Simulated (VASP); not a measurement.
Write the native input for VASP 6.6.1 that does the following.

```yaml
Task: single point
Functional: PBE
Potentials_or_basis: VASP PAW PBE potentials, release 64 (Tc_pv)
Cutoff: 520 eV
k_mesh: 8 × 8 × 8
Occupations: fermi-dirac, width 0.05 eV
Spin: no spin polarisation
Dipole_correction: no
Further_INCAR_settings: ALGO = Normal; EDIFF = 1e-06; NBANDS = 12
```

The structure of Tc lies in POSCAR:

```
Tc
1.0
    2.4702884082      0.0000000000      0.0000000000
    0.0000000000      2.4702884082      0.0000000000
    0.0000000000      0.0000000000      2.4702884082
Tc
1
Direct
    0.0000000000      0.0000000000      0.0000000000
```

The input as run:

INCAR

```
SYSTEM = Tc
  PREC = Accurate
  ENCUT = 520
  EDIFF = 1E-6
  ISMEAR = -1
  SIGMA = 0.05
  LREAL = .False.
  LASPH = .True.
  NELM = 80
  ALGO = Normal
  ISIF = 2
  LWAVE = .False.
  LCHARG = .True.
  GGA = PE
  LELF = .True.
  LVHAR = .True.
  NBANDS = 12
```

KPOINTS

```
regular mesh
0
Gamma
  8 8 8
  0 0 0
```

Potentials or basis: VASP PAW PBE potentials, release 64 (Tc_pv).

Command:

```console
$ cat potpaw_PBE.64/Tc_pv/POTCAR > POTCAR
$ mpirun -np 1 vasp_std > vasp.out
```

Results of the run:

```
Pressure : 19.5 GPa
```

Run time: 6.9 s on 1 thread of Intel(R) Xeon(R) Platinum 8259CL CPU @ 2.50GHz (Skylake/Cascade Lake), on a shared host, peak memory 0.11 GiB.
